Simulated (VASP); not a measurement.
# Ni (P6_3/mmc) in VASP: further runs

Runs on Ni. Level: BLYP. Tasks: single point.

All numbers are computed with VASP 6.6.1; they aren't measurements. Logs are shortened: lines on timing, memory, paths and dates and some standing lists are left out, and cuts for length are marked.

### Step 1. The cell of the first run

It takes space group P6_3/mmc (No. 194, hexagonal). The conventional cell has a = 2.561 Å, b = 2.561 Å, c = 8.393 Å, α = 90.00°, β = 90.00°, γ = 120.00°. Ni (site symmetry -3m) has 12 Ni at 2.56 to 2.57 Å within 3.4 Å. Within 3.4 Å of Ni (site symmetry -6m2) lie 12 Ni at 2.56 to 2.57 Å.

This isn't the form of Ni at room conditions, which is fcc.

### Step 2. Single point, BLYP, collinear spin, ferromagnetic start (11.92 Å³/atom)

INCAR

```
SYSTEM = Ni
PREC = Accurate
ENCUT = 520
EDIFF = 1E-6
ISMEAR = -1
SIGMA = 0.05
LREAL = .False.
LASPH = .True.
NELM = 150
ALGO = Normal
ISIF = 2
LWAVE = .False.
LCHARG = .False.
ISPIN = 2
MAGMOM = -0.667 -0.667 -0.676 -0.676
LORBIT = 11
LMAXMIX = 4
GGA = B5
ALDAX = 1.0
AGGAX = 1.0
AGGAC = 1.0
ALDAC = 0.0
NBANDS = 32
```

KPOINTS

```
regular mesh
0
Gamma
  16 16 5
  0 0 0
```

POSCAR

```
Ni
1.0
    2.5613591272      0.0000000000      0.0000000000
   -1.2806795636      2.2182020723      0.0000000000
    0.0000000000      0.0000000000      8.3929641375
Ni
4
Direct
    1.0000000000      1.0000000000      0.0000000000
    1.0000000000      1.0000000000      0.5000000000
    0.3333333333      0.6666666667      0.2500000000
    0.6666666667      0.3333333333      0.7500000000
```

Potentials or basis: VASP PAW PBE potentials, release 64 (Ni).

Run with:

```bash
$ cat potpaw_PBE.64/Ni/POTCAR > POTCAR
$ mpirun -np 1 vasp_std > vasp.out
```

OUTCAR:

```text
SYSTEM = Ni
   PREC = Accurate
   ENCUT = 520
   EDIFF = 1E-6
   ISMEAR = -1
   LREAL = .False.
   LASPH = .True.
   NELM = 150
   ISIF = 2
   ISPIN = 2
   LORBIT = 11
   GGA = B5

 ion  position               nearest neighbor table
   1  0.000  0.000  0.000-   3 2.57   4 2.57   3 2.57   4 2.57   4 2.57   3 2.57
   2  0.000  0.000  0.500-   3 2.57   4 2.57   3 2.57   4 2.57   4 2.57   3 2.57
   3  0.333  0.667  0.250-   1 2.57   2 2.57   1 2.57   2 2.57   1 2.57   2 2.57
   4  0.667  0.333  0.750-   1 2.57   2 2.57   1 2.57   2 2.57   1 2.57   2 2.57

  LATTYP: Found a hexagonal cell.
 ALAT       =     2.5613591272
 C/A-ratio  =     3.2767619536

  Lattice vectors:

 A1 = (   2.5613591272,   0.0000000000,   0.0000000000)
 A2 = (  -1.2806795636,   2.2182020723,   0.0000000000)
 A3 = (   0.0000000000,   0.0000000000,   8.3929641375)

Analysis of symmetry for initial positions (statically):
=====================================================================
 Subroutine PRICEL returns:
 Original cell was already a primitive cell.

 Routine SETGRP: Setting up the symmetry group for a
 hexagonal supercell.

 Subroutine GETGRP returns: Found 24 space group operations
 (whereof 12 operations were pure point group operations)
 out of a pool of 24 trial point group operations.

The static configuration has the point symmetry D_3d.
 The point group associated with its full space group is D_6h.

Analysis of symmetry for dynamics (positions and initial velocities):
=====================================================================
 Subroutine PRICEL returns:
 Original cell was already a primitive cell.

 Routine SETGRP: Setting up the symmetry group for a
 hexagonal supercell.

 Subroutine GETGRP returns: Found 24 space group operations
 (whereof 12 operations were pure point group operations)
 out of a pool of 24 trial point group operations.

The dynamic configuration has the point symmetry D_3d.
 The point group associated with its full space group is D_6h.

Analysis of structural, dynamic, and magnetic symmetry:
=====================================================================
 Subroutine PRICEL returns:
 Original cell was already a primitive cell.

 Routine SETGRP: Setting up the symmetry group for a
 hexagonal supercell.

 Subroutine GETGRP returns: Found 24 space group operations
 (whereof 12 operations were pure point group operations)
 out of a pool of 24 trial point group operations.

The overall configuration has the point symmetry D_3d.
 The point group associated with its full space group is D_6h.

 Subroutine INISYM returns: Found 24 space group operations
 (whereof 12 operations are pure point group operations),
 and found     1 'primitive' translations

----------------------------------------------------------------------------------------

                                     Primitive cell

  volume of cell :      47.6856

  direct lattice vectors                    reciprocal lattice vectors
     2.561359127  0.000000000  0.000000000     0.390417724  0.225407778  0.000000000
    -1.280679564  2.218202072  0.000000000     0.000000000  0.450815556  0.000000000
     0.000000000  0.000000000  8.392964137     0.000000000  0.000000000  0.119147417

  length of vectors
     2.561359127  2.561359127  8.392964137     0.450815556  0.450815556  0.119147417

  position of ions in fractional coordinates (direct lattice)
     0.000000000  0.000000000  0.000000000
     0.000000000  0.000000000  0.500000000
     0.333333333  0.666666667  0.250000000
     0.666666667  0.333333333  0.750000000

  ion indices of the primitive-cell ions
   primitive index   ion index
                 1           1
                 2           2
                 3           3
                 4           4

----------------------------------------------------------------------------------------

 KPOINTS: regular mesh

Automatic generation of k-mesh.
 Grid dimensions read from file:
 generate k-points for:   16   16    5

 Generating k-lattice:

  Cartesian coordinates                     Fractional coordinates (reciprocal lattice)
     0.024401108  0.014087986  0.000000000     0.062500000  0.000000000  0.000000000
     0.000000000  0.028175972  0.000000000     0.000000000  0.062500000  0.000000000
     0.000000000  0.000000000  0.023829483     0.000000000  0.000000000  0.200000000

  Length of vectors
     0.028175972  0.028175972  0.023829483

  Shift w.r.t. Gamma in fractional coordinates (k-lattice)
     0.000000000  0.000000000  0.000000000

 Subroutine IBZKPT returns following result:
 ===========================================

 Found     90 irreducible k-points:

 Following reciprocal coordinates:
            Coordinates               Weight
  0.000000  0.000000  0.000000      1.000000
  0.062500 -0.000000  0.000000      6.000000
  0.125000 -0.000000  0.000000      6.000000
  0.187500  0.000000  0.000000      6.000000
  0.250000 -0.000000  0.000000      6.000000
  0.312500 -0.000000  0.000000      6.000000
[... 16 lines left out ...]
  0.187500  0.187500  0.000000      6.000000
  0.250000  0.187500  0.000000     12.000000
 [... further k-points ...]
   k-points           NKPTS =     90   k-points in BZ     NKDIM =     90   number of bands    NBANDS=     32
   number of dos      NEDOS =    301   number of ions     NIONS =      4
   total plane-waves  NPLWV =  25600
   dimension x,y,z NGX =    20 NGY =   20 NGZ =   64
   dimension x,y,z NGXF=    40 NGYF=   40 NGZF=  128
   ions per type =               4
   NGX,Y,Z   is equivalent  to a cutoff of  12.98, 12.98, 12.68 a.u.
   NGXF,Y,Z  is equivalent  to a cutoff of  25.96, 25.96, 25.35 a.u.
 SYSTEM =  Ni
   PREC   = accura    normal or accurate (medium, high low for compatibility)
   ISTART =      0    job   : 0-new  1-cont  2-samecut
   ICHARG =      2    charge: 1-file 2-atom 10-const
   ISPIN  =      2    spin polarized calculation?
   LNONCOLLINEAR =      F non collinear calculations
   LSORBIT =      F    spin-orbit coupling
   LASPH  =      T    aspherical Exc in radial PAW
   ENCUT  =  520.0 eV  38.22 Ry    6.18 a.u.   4.76  4.76 15.61*2*pi/ulx,y,z
   NELM   =    150;   NELMIN=  2; NELMDL= -5     # of ELM steps
   EDIFF  = 0.1E-05   stopping-criterion for ELM
   LREAL  =      F    real-space projection
   EDIFFG = 0.1E-04   stopping-criterion for IOM
   NSW    =      0    number of steps for IOM
   IBRION =     -1    ionic relax: 0-MD 1-quasi-New 2-CG
   NFREE  =      0    steps in history (QN), initial steepest desc. (CG)
   ISIF   =      2    stress and relaxation
   ISYM   =      2    0-nonsym 1-usesym 2-fastsym
   POTIM  = 0.5000    time-step for ionic-motion
   TEBEG  =    0.0;   TEEND  =   0.0 temperature during run
   PSTRESS=    0.0 pullay stress
   NELECT =      40.0000    total number of electrons
   NUPDOWN=      -1.0000    fix difference up-down
   EMIN   =  10.00;   EMAX   =-10.00  energy-range for DOS
   EFERMI =   0.00;   METHOD = LEGACY
   ISMEAR =    -1;   SIGMA  =   0.05  broadening in eV -4-tet -1-fermi 0-gaus
   EFERMI_NEDOS =   21; number of points for ismear=-14 and -15
   IALGO  =     38    algorithm
   IMIX   =      4    mixing-type and parameters
     AMIX     =   0.40;   BMIX     =  1.00
     AMIX_MAG =   1.60;   BMIX_MAG =  1.00
  volume/ion in A,a.u.               =      11.92        80.45
  Fermi-wavevector in a.u.,A,eV,Ry     =   1.543947  2.917638 32.433210  2.383774
  Thomas-Fermi vector in A             =   2.649538
   LORBIT       =     11    0 simple, 1 ext, 2 COOP (PROOUT), +10 PAW based schemes
   GGA     = B5    functional components
   LHFCALC =     F    Hartree Fock is set to
   AEXX    =    0.0000 exact exchange contribution
   IVDW    =     0    specifies the selected vdW correction
   LEPSILON=     F    determine dielectric tensor
   LRPA    =     F    only Hartree local field effects (RPA)
 spin polarized calculation
  energy-cutoff  :      520.00
  volume of cell :       47.69
 maximum number of plane-waves:      1304
 NGX is ok and might be reduce to    20
   NGX =  9   NGY =  9   NGZ = 31

 number of electron      39.9999985 magnetization      -2.4334721

 Free energy of the ion-electron system (eV)
  ---------------------------------------------------
  ext. energy  EPLUGINS =         0.00000000
  ---------------------------------------------------
  free energy    TOTEN  =       -18.37952893 eV

  energy without entropy =      -18.31134077  energy(sigma->0) =      -18.34543485

 E-fermi :   8.5910     XC(G=0): -12.1403

 val. band max:        8.5860077284   @ k =   0.1250  -0.0000   0.4000
 cond. band min:       8.5919463546   @ k =   0.3750   0.0000   0.4000
 fundamental gap:      0.0059386262
 Fermi energy:         8.5910447057

 spin component 1

 k-point     1 :       0.0000    0.0000    0.0000
  band No.  band energies     occupation
      1       0.3240      1.00000
      2       2.4389      1.00000
      3       2.4405      1.00000
      4       4.6858      1.00000
      5       6.7734      1.00000
      6       6.7764      1.00000
[... 24 lines left out ...]
     31      31.6192      0.00000
     32      31.8588      0.00000

 k-point     2 :       0.0625   -0.0000    0.0000
  band No.  band energies     occupation
      1       0.4517      1.00000
      2       2.5530      1.00000
      3       2.5546      1.00000
      4       4.7698      1.00000
      5       6.7128      1.00000
      6       6.7392      1.00000
[... 24 lines left out ...]
     31      30.3389      0.00000
     32      31.2597      0.00000
[... 733 lines left out ...]
     31      21.9811      0.00000
     32      24.7112      0.00000

 k-point    24 :       0.2500    0.1875    0.0000
  band No.  band energies     occupation
      1       4.2920      1.00000
      2       5.0907      1.00000
      3       5.1227      1.00000
      4       5.7949      1.00000
      5       5.8951      1.00000
      6       6.1143      1.00000
[... 24 lines left out ...]
     31      21.1293      0.00000
     32      24.7374      0.00000

 [... further k-points ...]

 spin component 2

 k-point     1 :       0.0000    0.0000    0.0000
  band No.  band energies     occupation
      1       0.3368      1.00000
      2       2.4238      1.00000
      3       2.4271      1.00000
      4       4.2684      1.00000
      5       6.1187      1.00000
      6       6.1896      1.00000
[... 24 lines left out ...]
     31      31.5234      0.00000
     32      31.9429      0.00000

 k-point     2 :       0.0625   -0.0000    0.0000
  band No.  band energies     occupation
      1       0.4643      1.00000
      2       2.5372      1.00000
      3       2.5403      1.00000
      4       4.3467      1.00000
      5       6.0497      1.00000
      6       6.1543      1.00000
[... 24 lines left out ...]
     31      30.3780      0.00000
     32      31.1984      0.00000
[... 733 lines left out ...]
     31      21.8621      0.00000
     32      24.6266      0.00000

 k-point    24 :       0.2500    0.1875    0.0000
  band No.  band energies     occupation
      1       4.1855      1.00000
      2       4.8080      1.00000
      3       4.8084      1.00000
      4       5.3438      1.00000
      5       5.3977      1.00000
      6       5.6049      1.00000
[... 24 lines left out ...]
     31      20.9984      0.00000
     32      24.6477      0.00000

 [... further k-points ...]

------------------------ aborting loop because EDIFF is reached ----------------------------------------

  FORCE on cell =-STRESS in cart. coord.  units (eV):
  Direction    XX          YY          ZZ          XY          YZ          ZX
  --------------------------------------------------------------------------------------
  -------------------------------------------------------------------------------------
  Total       -1.7948379     -1.7948379     -1.6605152     -0.0000000      0.0000000      0.0000000
  in kB      -60.3043813    -60.3043813    -55.7913002     -0.0000000      0.0000000      0.0000000
  external PRESSURE =     -58.8000210 kB  Pullay stress =       0.0000000 kB

 VOLUME and BASIS-vectors are now :
 -----------------------------------------------------------------------------
  energy-cutoff  :      520.00
  volume of cell :       47.69
      direct lattice vectors                 reciprocal lattice vectors
     2.561359127  0.000000000  0.000000000     0.390417724  0.225407778  0.000000000
    -1.280679564  2.218202072  0.000000000     0.000000000  0.450815556  0.000000000
     0.000000000  0.000000000  8.392964137     0.000000000  0.000000000  0.119147417

 POSITION                                       TOTAL-FORCE (eV/Angst)
 -----------------------------------------------------------------------------------
      0.00000      0.00000      0.00000        -0.000000      0.000000      0.000000
      0.00000      0.00000      4.19648        -0.000000      0.000000      0.000000
     -0.00000      1.47880      2.09824         0.000000      0.000000     -0.000000
      1.28068      0.73940      6.29472         0.000000     -0.000000     -0.000000
 -----------------------------------------------------------------------------------
    total drift:                                0.000000     -0.000000      0.000000

  FREE ENERGIE OF THE ION-ELECTRON SYSTEM (eV)
  ---------------------------------------------------
  free  energy   TOTEN  =       -18.3795289255 eV

  energy  without entropy=      -18.3113407723  energy(sigma->0) =      -18.34543485

 total charge

# of ion       s       p       d       tot
------------------------------------------
    1        0.464   0.408   8.339   9.211
    2        0.464   0.408   8.339   9.211
    3        0.464   0.410   8.337   9.211
    4        0.464   0.410   8.337   9.211
--------------------------------------------------
tot          1.857   1.636  33.351  36.844

 magnetization (x)

# of ion       s       p       d       tot
------------------------------------------
    1        0.006   0.022  -0.645  -0.618
    2        0.006   0.022  -0.645  -0.618
    3        0.006   0.022  -0.659  -0.630
    4        0.006   0.022  -0.659  -0.630
--------------------------------------------------
tot          0.025   0.087  -2.607  -2.496
```

It took 7.3 min on 1 thread of Oxide Virtual Turin-like, shared host; peak memory 0.27 GiB.

Results:

| Quantity | Value |
| --- | --- |
| Free energy | -18.3795 eV |
| Pressure | -5.9 GPa |
| Net moment | -2.43 μB per cell |
| Site moments | Ni -0.62, -0.63 (each value once) μB |
| Valence electrons inside the program's atomic spheres | Ni 9.21 |

Levels at points of the mesh, in eV from the Fermi level:
Spin up:
| k point | band 16 | band 17 | band 18 | band 19 | band 20 | band 21 |
| --- | --- | --- | --- | --- | --- | --- |
| (0.00, 0.00, 0.00) | -0.79 | -0.79 | -0.50 | -0.50 | -0.27 | -0.27 |
| (0.50, 0.00, 0.00) | 0.14 | 0.18 | 0.25 | 0.27 | 0.30 | 0.59 |
Spin down:
```
           k point  band 18  band 19  band 20  band 21  band 22  band 23  band 24  band 25
(0.00, 0.00, 0.00)    -1.11    -1.11    -0.92    -0.92    -0.63    -0.63     0.07     5.03
(0.50, 0.00, 0.00)    -0.52    -0.52    -0.50     0.50     1.52     2.18     2.70     5.90
```

Caveat: the cell stands under tension; the PAW data sets were made with another functional, which shifts forces and pressure a little.

### Step 3. Single point, BLYP, collinear spin, ferromagnetic start (12.38 Å³/atom)

This run uses another cell than the first one, of 12.38 Å³/atom.

INCAR

```
SYSTEM = Ni
PREC = Accurate ; ENCUT = 520
EDIFF = 1E-6 ; ISMEAR = -1
SIGMA = 0.05 ; LREAL = .False.
LASPH = .True. ; NELM = 150
ALGO = Normal ; ISIF = 2
LWAVE = .False. ; LCHARG = .False.
ISPIN = 2 ; MAGMOM = -0.667 -0.667 -0.676 -0.676
LORBIT = 11 ; LMAXMIX = 4
GGA = B5 ; ALDAX = 1.0
AGGAX = 1.0 ; AGGAC = 1.0
ALDAC = 0.0 ; NBANDS = 32
```

KPOINTS

```
Automatic mesh
0
Gamma
  16 16 5
  0 0 0
```

POSCAR

```
Ni
1.0
    2.5937848369      0.0000000000      0.0000000000
   -1.2968924184      2.2462835607      0.0000000000
    0.0000000000      0.0000000000      8.4992154693
Ni
4
Direct
    1.0000000000      1.0000000000      0.0000000000
    1.0000000000      1.0000000000      0.5000000000
    0.3333333333      0.6666666667      0.2500000000
    0.6666666667      0.3333333333      0.7500000000
```

Potentials or basis: VASP PAW PBE potentials, release 64 (Ni).

Run with:

```bash
$ cat potpaw_PBE.64/Ni/POTCAR > POTCAR
$ mpirun -np 1 vasp_std > vasp.out
```

OUTCAR:

```text
SYSTEM = Ni
   PREC = Accurate
   ENCUT = 520
   EDIFF = 1E-6
   ISMEAR = -1
   LREAL = .False.
   LASPH = .True.
   NELM = 150
   ISIF = 2
   ISPIN = 2
   LORBIT = 11
   GGA = B5

 ion  position               nearest neighbor table
   1  0.000  0.000  0.000-   3 2.60   4 2.60   3 2.60   4 2.60   4 2.60   3 2.60
   2  0.000  0.000  0.500-   3 2.60   4 2.60   3 2.60   4 2.60   4 2.60   3 2.60
   3  0.333  0.667  0.250-   1 2.60   2 2.60   1 2.60   2 2.60   1 2.60   2 2.60
   4  0.667  0.333  0.750-   1 2.60   2 2.60   1 2.60   2 2.60   1 2.60   2 2.60

  LATTYP: Found a hexagonal cell.
 ALAT       =     2.5937848369
 C/A-ratio  =     3.2767619536

  Lattice vectors:

 A1 = (   2.5937848369,   0.0000000000,   0.0000000000)
 A2 = (  -1.2968924184,   2.2462835607,   0.0000000000)
 A3 = (   0.0000000000,   0.0000000000,   8.4992154693)

Analysis of symmetry for initial positions (statically):
=====================================================================
 Subroutine PRICEL returns:
 Original cell was already a primitive cell.

 Routine SETGRP: Setting up the symmetry group for a
 hexagonal supercell.
[... 1887 lines left out ...]
  --------------------------------------------------------------------------------------
  -------------------------------------------------------------------------------------
  Total       -3.2754416     -3.2754416     -3.1770608     -0.0000000     -0.0000000      0.0000000
  in kB     -105.9749154   -105.9749154   -102.7918645     -0.0000000     -0.0000000      0.0000000
  external PRESSURE =    -104.9138985 kB  Pullay stress =       0.0000000 kB

 VOLUME and BASIS-vectors are now :
 -----------------------------------------------------------------------------
  energy-cutoff  :      520.00
  volume of cell :       49.52
      direct lattice vectors                 reciprocal lattice vectors
     2.593784837  0.000000000  0.000000000     0.385536990  0.222589885  0.000000000
    -1.296892418  2.246283561  0.000000000     0.000000000  0.445179770  0.000000000
     0.000000000  0.000000000  8.499215469     0.000000000  0.000000000  0.117657918

 POSITION                                       TOTAL-FORCE (eV/Angst)
 -----------------------------------------------------------------------------------
      0.00000      0.00000      0.00000         0.000000      0.000000      0.000000
      0.00000      0.00000      4.24961         0.000000      0.000000      0.000000
     -0.00000      1.49752      2.12480        -0.000000      0.000000      0.000000
      1.29689      0.74876      6.37441         0.000000     -0.000000      0.000000
 -----------------------------------------------------------------------------------
    total drift:                                0.000000     -0.000000      0.000000

  FREE ENERGIE OF THE ION-ELECTRON SYSTEM (eV)
  ---------------------------------------------------
  free  energy   TOTEN  =       -18.2852191412 eV

  energy  without entropy=      -18.2137557496  energy(sigma->0) =      -18.24948745

 total charge

# of ion       s       p       d       tot
------------------------------------------
    1        0.451   0.381   8.328   9.160
    2        0.451   0.381   8.328   9.160
    3        0.452   0.383   8.326   9.160
    4        0.452   0.383   8.326   9.160
--------------------------------------------------
tot          1.806   1.527  33.307  36.640

 magnetization (x)

# of ion       s       p       d       tot
------------------------------------------
    1        0.006   0.021  -0.663  -0.636
    2        0.006   0.021  -0.663  -0.636
    3        0.006   0.021  -0.675  -0.648
    4        0.006   0.021  -0.675  -0.648
--------------------------------------------------
tot          0.024   0.085  -2.677  -2.567
```

It took 8.9 min on 1 thread of Oxide Virtual Turin-like, shared host; peak memory 0.28 GiB.

Results:

```yaml
Free_energy: -18.2852 eV
Pressure: -10.5 GPa
Net_moment: -2.49 μB per cell
Site_moments: Ni -0.64, -0.65 (each value once) μB
Valence_electrons_inside_the_program's_atomic_spheres: Ni 9.16
```

Caveat: the cell stands under tension; the PAW data sets were made with another functional, which shifts forces and pressure a little.

[end of part 1 of 2]
